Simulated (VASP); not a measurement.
# W3C in VASP: notebook

W3C is run at these levels: PBE; tasks: relaxation of the atoms.

Everything below comes from runs of VASP 6.6.1. Logs are shortened: lines on timing, memory, paths and dates and some standing lists are left out, and cuts for length are marked.

### Step 1. The cell of the first run

The cell holds a slab with vacuum, 4 atoms: a = 2.855 Å, b = 2.855 Å, c = 20.197 Å, α = 90.00°, β = 90.00°, γ = 120.00°.

### Step 2. Relaxation of the atoms, PBE

File INCAR:

```
PREC     = Accurate       # precision mode
ENCUT    = 520            # plane-wave cutoff, eV
EDIFF    = 1E-7           # SCF threshold, eV
ISMEAR   = 0              # smearing method
SIGMA    = 0.1            # smearing width, eV
LREAL    = False          # projectors in reciprocal space
LASPH    = True           # aspherical terms in the spheres
NELM     = 100            # most SCF steps
ALGO     = Normal         # electronic algorithm
ISIF     = 2              # what is computed and relaxed
LWAVE    = False          # write WAVECAR
LCHARG   = False          # write CHGCAR
LDIPOL   = True         
IDIPOL   = 3            
DIPOL    = 0.5 0.5 0.359
GGA      = PE             # functional
IBRION   = 2              # ionic algorithm
NSW      = 36             # ionic steps
EDIFFG   = -0.025         # ionic threshold
```

File KPOINTS:

```
Automatic mesh
0
Gamma
  9 9 1
```

File POSCAR:

```
W3C
1.0
    2.8547213223      0.0000000000      0.0000000000
   -1.4273606611      2.4722611858      0.0000000000
    0.0000000000      0.0000000000     20.1973423164
W C
3 1
Selective dynamics
Direct
    0.6666666667      0.3333333333      0.1980458586  F F F
    0.3333333333      0.6666666667      0.3143385340  F F F
    0.0000000000      0.0000000000      0.4306181566  F F F
    0.6666666667      0.3333333333      0.4910221435  F F T
```

Potentials or basis: VASP PAW PBE potentials, release 64 (W_sv, C).

Started as:

```
$ cat potpaw_PBE.64/W_sv/POTCAR potpaw_PBE.64/C/POTCAR > POTCAR
$ mpirun -np 1 vasp_std > vasp.out
```

OUTCAR:

```text
PREC = Accurate
   ENCUT = 520
   EDIFF = 1E-7
   ISMEAR = 0
   LREAL = False
   LASPH = True
   NELM = 100
   ISIF = 2
   GGA = PE
   IBRION = 2
   NSW = 36
   EDIFFG = -0.025

 ion  position               nearest neighbor table
   1  0.667  0.333  0.198-   2 2.87   2 2.87   2 2.87
   2  0.333  0.667  0.314-   3 2.87   3 2.87   3 2.87   1 2.87   1 2.87   1 2.87
   3  0.000  0.000  0.431-   4 2.05   4 2.05   4 2.05   2 2.87   2 2.87   2 2.87
   4  0.667  0.333  0.491-   3 2.05   3 2.05   3 2.05

  LATTYP: Found a hexagonal cell.
 ALAT       =     2.8547213223
 C/A-ratio  =     7.0750661925

  Lattice vectors:

 A1 = (   2.8547213223,   0.0000000000,   0.0000000000)
 A2 = (  -1.4273606611,   2.4722611858,   0.0000000000)
 A3 = (   0.0000000000,   0.0000000000,  20.1973423164)

Analysis of symmetry for initial positions (statically):
=====================================================================
 Subroutine PRICEL returns:
 Original cell was already a primitive cell.

 Routine SETGRP: Setting up the symmetry group for a
 hexagonal supercell.

 Subroutine GETGRP returns: Found  6 space group operations
 (whereof  6 operations were pure point group operations)
 out of a pool of 24 trial point group operations.

The static configuration has the point symmetry C_3v.

Analysis of symmetry for dynamics (positions and initial velocities):
=====================================================================
 Subroutine PRICEL returns:
 Original cell was already a primitive cell.

 Routine SETGRP: Setting up the symmetry group for a
 hexagonal supercell.

 Subroutine GETGRP returns: Found  6 space group operations
 (whereof  6 operations were pure point group operations)
 out of a pool of 24 trial point group operations.

The dynamic configuration has the point symmetry C_3v.

Analysis of constrained symmetry for selective dynamics:
=====================================================================
 Subroutine PRICEL returns:
 Original cell was already a primitive cell.

 Routine SETGRP: Setting up the symmetry group for a
 hexagonal supercell.

 Subroutine GETGRP returns: Found  6 space group operations
 (whereof  6 operations were pure point group operations)
 out of a pool of 24 trial point group operations.

The constrained configuration has the point symmetry C_3v.

 Subroutine INISYM returns: Found  6 space group operations
 (whereof  6 operations are pure point group operations),
 and found     1 'primitive' translations

----------------------------------------------------------------------------------------

                                     Primitive cell

  volume of cell :     142.5451

  direct lattice vectors                    reciprocal lattice vectors
     2.854721322  0.000000000  0.000000000     0.350296890  0.202244004  0.000000000
    -1.427360661  2.472261186  0.000000000     0.000000000  0.404488007  0.000000000
     0.000000000  0.000000000 20.197342316     0.000000000  0.000000000  0.049511465

  length of vectors
     2.854721322  2.854721322 20.197342316     0.404488007  0.404488007  0.049511465

  position of ions in fractional coordinates (direct lattice)
     0.666666667  0.333333333  0.198045859
     0.333333333  0.666666667  0.314338534
     0.000000000  0.000000000  0.430618157
     0.666666667  0.333333333  0.491022143

  ion indices of the primitive-cell ions
   primitive index   ion index
                 1           1
                 2           2
                 3           3
                 4           4

----------------------------------------------------------------------------------------

 KPOINTS: Automatic mesh

Automatic generation of k-mesh.
 Grid dimensions read from file:
 generate k-points for:    9    9    1

 Generating k-lattice:

  Cartesian coordinates                     Fractional coordinates (reciprocal lattice)
     0.038921877  0.022471556  0.000000000     0.111111111 -0.000000000  0.000000000
     0.000000000  0.044943112  0.000000000     0.000000000  0.111111111  0.000000000
     0.000000000  0.000000000  0.049511465     0.000000000  0.000000000  1.000000000

  Length of vectors
     0.044943112  0.044943112  0.049511465

  Shift w.r.t. Gamma in fractional coordinates (k-lattice)
     0.000000000  0.000000000  0.000000000

 Subroutine IBZKPT returns following result:
 ===========================================

 Found     12 irreducible k-points:

 Following reciprocal coordinates:
            Coordinates               Weight
  0.000000  0.000000  0.000000      1.000000
  0.111111 -0.000000  0.000000      6.000000
  0.222222 -0.000000  0.000000      6.000000
  0.333333  0.000000  0.000000      6.000000
  0.444444 -0.000000  0.000000      6.000000
  0.111111  0.111111  0.000000      6.000000
  0.222222  0.111111  0.000000     12.000000
  0.333333  0.111111  0.000000     12.000000
  0.444444  0.111111  0.000000      6.000000
  0.222222  0.222222  0.000000      6.000000
  0.333333  0.222222  0.000000     12.000000
  0.333333  0.333333  0.000000      2.000000
   k-points           NKPTS =     12   k-points in BZ     NKDIM =     12   number of bands    NBANDS=     27
   number of dos      NEDOS =    301   number of ions     NIONS =      4
   total plane-waves  NPLWV =  86400
   dimension x,y,z NGX =    24 NGY =   24 NGZ =  150
   dimension x,y,z NGXF=    48 NGYF=   48 NGZF=  300
   ions per type =               3   1
   NGX,Y,Z   is equivalent  to a cutoff of  13.98, 13.98, 12.35 a.u.
   NGXF,Y,Z  is equivalent  to a cutoff of  27.95, 27.95, 24.69 a.u.
 SYSTEM =  unknown system
   PREC   = accura    normal or accurate (medium, high low for compatibility)
   ISTART =      0    job   : 0-new  1-cont  2-samecut
   ICHARG =      2    charge: 1-file 2-atom 10-const
   ISPIN  =      1    spin polarized calculation?
   LNONCOLLINEAR =      F non collinear calculations
   LSORBIT =      F    spin-orbit coupling
   LASPH  =      T    aspherical Exc in radial PAW
   ENCUT  =  520.0 eV  38.22 Ry    6.18 a.u.   5.31  5.31 37.55*2*pi/ulx,y,z
   NELM   =    100;   NELMIN=  2; NELMDL= -5     # of ELM steps
   EDIFF  = 0.1E-06   stopping-criterion for ELM
   LREAL  =      F    real-space projection
   EDIFFG = -.3E-01   stopping-criterion for IOM
   NSW    =     36    number of steps for IOM
   IBRION =      2    ionic relax: 0-MD 1-quasi-New 2-CG
   NFREE  =      1    steps in history (QN), initial steepest desc. (CG)
   ISIF   =      2    stress and relaxation
   ISYM   =      2    0-nonsym 1-usesym 2-fastsym
   POTIM  = 0.5000    time-step for ionic-motion
   TEBEG  =    0.0;   TEEND  =   0.0 temperature during run
   PSTRESS=    0.0 pullay stress
   NELECT =      46.0000    total number of electrons
   NUPDOWN=      -1.0000    fix difference up-down
   EMIN   =  10.00;   EMAX   =-10.00  energy-range for DOS
   EFERMI =   0.00;   METHOD = LEGACY
   ISMEAR =     0;   SIGMA  =   0.10  broadening in eV -4-tet -1-fermi 0-gaus
   EFERMI_NEDOS =   21; number of points for ismear=-14 and -15
   IALGO  =     38    algorithm
   IMIX   =      4    mixing-type and parameters
     AMIX     =   0.40;   BMIX     =  1.00
     AMIX_MAG =   1.60;   BMIX_MAG =  1.00
  volume/ion in A,a.u.               =      35.64       240.49
  Fermi-wavevector in a.u.,A,eV,Ry     =   1.122906  2.121984 17.155825  1.260918
  Thomas-Fermi vector in A             =   2.259569
   LORBIT       =      0    0 simple, 1 ext, 2 COOP (PROOUT), +10 PAW based schemes
   GGA     = PE    functional components
   LHFCALC =     F    Hartree Fock is set to
   AEXX    =    0.0000 exact exchange contribution
   IVDW    =     0    specifies the selected vdW correction
   LEPSILON=     F    determine dielectric tensor
   LRPA    =     F    only Hartree local field effects (RPA)
 conjugate gradient relaxation of ions
 non-spin polarized calculation
 Gauss-broadening in eV      SIGMA  =   0.10
  energy-cutoff  :      520.00
  volume of cell :      142.55
 maximum number of plane-waves:      3867
 NGX is ok and might be reduce to    24
   NGX = 11   NGY = 11   NGZ = 75

--------------------------------------- Ionic step        1  -------------------------------------------

 number of electron      46.0000000 magnetization

 Free energy of the ion-electron system (eV)
  ---------------------------------------------------
  ext. energy  EPLUGINS =         0.00000000
  ---------------------------------------------------
  free energy    TOTEN  =       -43.45991583 eV

  energy without entropy =      -43.43286962  energy(sigma->0) =      -43.44639272

------------------------ aborting loop because EDIFF is reached ----------------------------------------

  FORCE on cell =-STRESS in cart. coord.  units (eV):
  Direction    XX          YY          ZZ          XY          YZ          ZX
  --------------------------------------------------------------------------------------
  -------------------------------------------------------------------------------------
  Total        0.4987961      0.4987961     -1.1335698      0.0000000      0.0000000      0.0000000
  in kB        5.6063641      5.6063641    -12.7410896      0.0000000      0.0000000      0.0000000
  external PRESSURE =      -0.5094538 kB  Pullay stress =       0.0000000 kB
[... 19 lines left out ...]
  FREE ENERGIE OF THE ION-ELECTRON SYSTEM (eV)
  ---------------------------------------------------
  free  energy   TOTEN  =       -43.4599158272 eV

  energy  without entropy=      -43.4328696197  energy(sigma->0) =      -43.44639272

 dipolmoment           0.000000      0.000000     -0.020910 electrons x Angstroem

--------------------------------------- Ionic step        2  -------------------------------------------

 number of electron      46.0000000 magnetization

------------------------ aborting loop because EDIFF is reached ----------------------------------------

  FORCE on cell =-STRESS in cart. coord.  units (eV):
  Direction    XX          YY          ZZ          XY          YZ          ZX
  --------------------------------------------------------------------------------------
  -------------------------------------------------------------------------------------
  Total        2.1266291      2.1266291      1.6281243      0.0000000      0.0000000     -0.0000000
  in kB       23.9028697     23.9028697     18.2997792      0.0000000      0.0000000     -0.0000000
  external PRESSURE =      22.0351729 kB  Pullay stress =       0.0000000 kB
[... 23 lines left out ...]
  energy  without entropy=      -43.5571115296  energy(sigma->0) =      -43.56868726

--------------------------------------- Ionic step        3  -------------------------------------------

 number of electron      46.0000000 magnetization

 dipolmoment           0.000000      0.000000      0.035961 electrons x Angstroem

 Free energy of the ion-electron system (eV)
  ---------------------------------------------------
  ext. energy  EPLUGINS =         0.00000000
  ---------------------------------------------------
  free energy    TOTEN  =       -43.58209006 eV

  energy without entropy =      -43.55942739  energy(sigma->0) =      -43.57075872

 E-fermi :   0.5086     XC(G=0):  -6.0537

 val. band max:        0.4745112637   @ k =   0.0000   0.0000   0.0000
 cond. band min:       0.5999929556   @ k =   0.2222   0.2222   0.0000
 fundamental gap:      0.1254816919
 Fermi energy:         0.5086097060

 k-point     1 :       0.0000    0.0000    0.0000
  band No.  band energies     occupation
      1     -73.2994      2.00000
      2     -73.2648      2.00000
      3     -73.1861      2.00000
      4     -37.9326      2.00000
      5     -37.5967      2.00000
      6     -37.2243      2.00000
[... 349 lines left out ...]
     26       2.4059      0.00000
     27       3.6248      0.00000

------------------------ aborting loop because EDIFF is reached ----------------------------------------

 vacuum level on the upper side and lower side of the slab       (xc-potential included)         0.441        -0.456

  FORCE on cell =-STRESS in cart. coord.  units (eV):
  Direction    XX          YY          ZZ          XY          YZ          ZX
  --------------------------------------------------------------------------------------
  -------------------------------------------------------------------------------------
  Total        2.3808407      2.3808407      1.9945098      0.0000000     -0.0000000     -0.0000000
  in kB       26.7601547     26.7601547     22.4178758      0.0000000     -0.0000000     -0.0000000
  external PRESSURE =      25.3127284 kB  Pullay stress =       0.0000000 kB

 VOLUME and BASIS-vectors are now :
 -----------------------------------------------------------------------------
  energy-cutoff  :      520.00
  volume of cell :      142.55
      direct lattice vectors                 reciprocal lattice vectors
     2.854721322  0.000000000  0.000000000     0.350296890  0.202244004  0.000000000
    -1.427360661  2.472261186  0.000000000     0.000000000  0.404488007  0.000000000
     0.000000000  0.000000000 20.197342316     0.000000000  0.000000000  0.049511465
[... 10 lines left out ...]
  FREE ENERGIE OF THE ION-ELECTRON SYSTEM (eV)
  ---------------------------------------------------
  free  energy   TOTEN  =       -43.5820900629 eV

  energy  without entropy=      -43.5594273855  energy(sigma->0) =      -43.57075872

 reached required accuracy - stopping structural energy minimisation

 vacuum level on the upper side and lower side of the slab         6.653         5.731
```

It took 3.6 min on 1 thread of AMD EPYC 7R13 (Zen 3), shared host; peak memory 0.27 GiB.

Results:

```yaml
Free_energy: -43.5821 eV
Energy_gained_by_relaxing: 30.5 meV/atom
Ionic_steps: 3
Band_gap_on_the_k_mesh: zero (bands 23 and 24 overlap by 1.06 eV)
```

The path:
```tsv
step	energy change (eV)	largest force on free atoms (eV/Å)	pressure (GPa)
1	0.0000	2.0696	-0.05
2	-0.1203	0.2710	2.20
3	-0.1222	0.0020	2.53
```

Final structure:
```yaml
crystal:
  lattice:
    - [2.85472, 0.00000, 0.00000]
    - [-1.42736, 2.47226, 0.00000]
    - [0.00000, 0.00000, 20.19734]
  atoms:
    - { symbol: W, position: [0.66667, 0.33333, 0.19805] }
    - { symbol: W, position: [0.33333, 0.66667, 0.31434] }
    - { symbol: W, position: [0.00000, 0.00000, 0.43062] }
    - { symbol: C, position: [0.66667, 0.33333, 0.48542] }
```

Levels at points of the mesh, in eV from the Fermi level:
```csv
k point,band 19,band 20,band 21,band 22,band 23,band 24,band 25,band 26,band 27
"(0.00, 0.00, 0.00)",-1.88,-1.17,-0.49,-0.49,-0.03,-0.03,0.20,1.65,1.65
```

Caveat: spin-orbit coupling is left out, which moves the levels of the heavy elements.

### Step 3. Relaxation of the atoms, PBE

File INCAR:

```
SYSTEM = W3C
PREC = Accurate
ENCUT = 520
EDIFF = 1E-7
ISMEAR = 0
SIGMA = 0.1
LREAL = .False.
LASPH = .True.
NELM = 120
ALGO = Normal
ISIF = 2
LWAVE = .False.
LCHARG = .False.
LDIPOL = .True.
IDIPOL = 3
DIPOL = 0.5 0.5 0.359
GGA = PE
IBRION = 2
NSW = 36
EDIFFG = -0.025
GGA_COMPAT = .False.
NELMIN = 4
NELMDL = -8
```

File KPOINTS:

```
Automatic mesh
0
Gamma
  9 9 1
  0 0 0
```

POSCAR is that of step 2.

Potentials or basis: VASP PAW PBE potentials, release 64 (W_sv, C).

Started as:

```
$ cat potpaw_PBE.64/W_sv/POTCAR potpaw_PBE.64/C/POTCAR > POTCAR
$ mpirun -np 1 vasp_std > vasp.out
```

OUTCAR:

```text
SYSTEM = W3C
   PREC = Accurate
   ENCUT = 520
   EDIFF = 1E-7
   ISMEAR = 0
   LREAL = .False.
   LASPH = .True.
   NELM = 120
   ISIF = 2
   GGA = PE
   IBRION = 2
   NSW = 36
   EDIFFG = -0.025
   NELMIN = 4
   NELMDL = -8

 ion  position               nearest neighbor table
   1  0.667  0.333  0.198-   2 2.87   2 2.87   2 2.87
   2  0.333  0.667  0.314-   3 2.87   3 2.87   3 2.87   1 2.87   1 2.87   1 2.87
   3  0.000  0.000  0.431-   4 2.05   4 2.05   4 2.05   2 2.87   2 2.87   2 2.87
   4  0.667  0.333  0.491-   3 2.05   3 2.05   3 2.05

  LATTYP: Found a hexagonal cell.
 ALAT       =     2.8547213223
 C/A-ratio  =     7.0750661925

[... 273 lines left out ...]
  free energy    TOTEN  =       -43.58208638 eV

  energy without entropy =      -43.55942368  energy(sigma->0) =      -43.57075503

 E-fermi :   0.5086     XC(G=0):  -6.0540

 val. band max:        0.4745124776   @ k =   0.0000   0.0000   0.0000
 cond. band min:       0.5999934143   @ k =   0.2222   0.2222   0.0000
 fundamental gap:      0.1254809367
 Fermi energy:         0.5086106055

 k-point     1 :       0.0000    0.0000    0.0000
  band No.  band energies     occupation
      1     -73.2994      2.00000
      2     -73.2648      2.00000
      3     -73.1861      2.00000
      4     -37.9326      2.00000
      5     -37.5967      2.00000
      6     -37.2243      2.00000
[... 349 lines left out ...]
     26       2.4059      0.00000
     27       3.6684      0.00000

------------------------ aborting loop because EDIFF is reached ----------------------------------------

 vacuum level on the upper side and lower side of the slab       (xc-potential included)         0.441        -0.457

  FORCE on cell =-STRESS in cart. coord.  units (eV):
  Direction    XX          YY          ZZ          XY          YZ          ZX
  --------------------------------------------------------------------------------------
  -------------------------------------------------------------------------------------
  Total        2.3808217      2.3808217      1.9944732      0.0000000      0.0000000     -0.0000000
  in kB       26.7599419     26.7599419     22.4174643      0.0000000      0.0000000     -0.0000000
  external PRESSURE =      25.3124493 kB  Pullay stress =       0.0000000 kB
[... 19 lines left out ...]
  FREE ENERGIE OF THE ION-ELECTRON SYSTEM (eV)
  ---------------------------------------------------
  free  energy   TOTEN  =       -43.5820863754 eV

  energy  without entropy=      -43.5594236760  energy(sigma->0) =      -43.57075503

 reached required accuracy - stopping structural energy minimisation

 vacuum level on the upper side and lower side of the slab         6.652         5.730
```

OSZICAR:

```text
N       E                     dE             d eps       ncg     rms          rms(c)
DAV:   1     0.517621127244E+03    0.51762E+03   -0.28967E+04   776   0.164E+03
DAV:   2    -0.259116404877E+02   -0.54353E+03   -0.53807E+03   773   0.483E+02
DAV:   3    -0.471595518079E+02   -0.21248E+02   -0.20211E+02   815   0.963E+01
[... 59 lines left out ...]
DAV:   6    -0.435820897697E+02   -0.35823E-06   -0.21907E-04   858   0.124E-01    0.193E-02
DAV:   7    -0.435820875731E+02    0.21966E-05   -0.17166E-05   832   0.356E-02    0.995E-03
DAV:   8    -0.435820861631E+02    0.14099E-05   -0.10072E-05   774   0.217E-02    0.228E-03
DAV:   9    -0.435820863149E+02   -0.15174E-06   -0.85842E-07   728   0.598E-03    0.744E-04
DAV:  10    -0.435820863754E+02   -0.60554E-07   -0.58328E-08   426   0.166E-03
   3 F= -.43582086E+02 E0= -.43570755E+02  d E =-.122174E+00
```

It took 3.1 min on 1 thread of Intel Xeon Platinum 8259CL at 2.50GHz (Skylake/Cascade Lake), shared host; peak memory 0.3 GiB.

What came out:

```
Free energy               : -43.5821 eV
Energy gained by relaxing : 30.5 meV/atom
Ionic steps               : 3
Band gap on the k mesh    : zero (bands 23 and 24 overlap by 1.06 eV)
```

Step by step:
```csv
step,energy change (eV),largest force on free atoms (eV/Å),pressure (GPa)
1,0.0000,2.0697,-0.05
2,-0.1203,0.2710,2.20
3,-0.1222,0.0020,2.53
```

Final structure:
```
W C
1.0
     2.85472    0.00000    0.00000
    -1.42736    2.47226    0.00000
     0.00000    0.00000   20.19734
W C
3 1
Direct
  0.66667 0.33333 0.19805
  0.33333 0.66667 0.31434
  0.00000 0.00000 0.43062
  0.66667 0.33333 0.48542
```

Caveat: spin-orbit coupling is left out, which moves the levels of the heavy elements.
